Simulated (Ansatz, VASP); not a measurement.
**CaO: VASP beside Ansatz**

File INCAR:

```
ALGO     = Normal         # electronic algorithm
EDIFF    = 1E-8           # SCF threshold, eV
ENCUT    = 520            # plane-wave cutoff, eV
GGA      = PE             # functional
ISIF     = 2              # what is computed and relaxed
ISMEAR   = -1             # smearing method
LASPH    = T              # aspherical terms in the spheres
LCHARG   = F              # write CHGCAR
LEFG     = T            
LREAL    = F              # projectors in reciprocal space
LWAVE    = F              # write WAVECAR
NBANDS   = 15             # bands
NELM     = 100            # most SCF steps
PREC     = Accurate       # precision mode
SIGMA    = 0.05           # smearing width, eV
```

Contents of KPOINTS:

```
k-points
0
Gamma
  12 12 12
```

Contents of POSCAR:

```
CaO
1.0
    0.0000000000      2.4152655779      2.4152655779
    2.4152655779      0.0000000000      2.4152655779
    2.4152655779      2.4152655779      0.0000000000
Ca O
1 1
Direct
    0.0000000000      0.0000000000      0.0000000000
    0.5000000000      0.5000000000      0.5000000000
```

Input for Ansatz:

```yaml
crystal:
  lattice:
    - [0.0, 2.4152655779, 2.4152655779]
    - [2.4152655779, 0.0, 2.4152655779]
    - [2.4152655779, 2.4152655779, 0.0]
  atoms:
    - { symbol: Ca, position: [0.0, 0.0, 0.0] }
    - { symbol: O, position: [0.5, 0.5, 0.5] }
kpoints:
  mp_grid: { grid: [12, 12, 12] }
  band_path:
    path:
      - [0.0, 0.0, 0.0]
      - [0.5, 0.0, 0.5]
      - [0.625, 0.25, 0.625]
      - [0.375, 0.375, 0.75]
      - [0.0, 0.0, 0.0]
      - [0.5, 0.5, 0.5]
      - [0.5, 0.25, 0.75]
      - [0.5, 0.0, 0.5]
    npoints: 8
scf:
  occupations: { method: fermi_dirac, width: 0.05 }
hamiltonian:
  xc: pbe
  pseudopotentials: { kind: paw }
output:
  forces: true
  stress: true
  eigenvalues: true
  efg: { contact_densities: true }
  populations: true
  bader: true
  dos: { projected: true, de: 0.2, e_range: [-14, 8] }
```

Alike in both runs: task electric field gradients; functional PBE; k mesh 12 × 12 × 12; occupations fermi-dirac, width 0.05 eV; no spin polarisation.

|  | VASP | Ansatz |
| --- | --- | --- |
| version | VASP 6.6.1 | Ansatz 0.2.0 |
| potentials or method | VASP PAW PBE potentials, release 64 (Ca_sv, O) | PAW with Ansatz's default frozen-core files, scalar-relativistic |
| plane-wave cutoff (eV) | 520 | 420 |
| valence electrons in the cell | 16 | 16 |

VASP gave:

| Item | Value |
| --- | --- |
| gap on the k mesh at the Fermi level (eV) | 3.64 |
| pressure (GPa) | 0.6 |

Task: What did Ansatz give for the same quantities?

Result: gap on the k mesh at the Fermi level (eV): 3.66; pressure (GPa): 0.0.
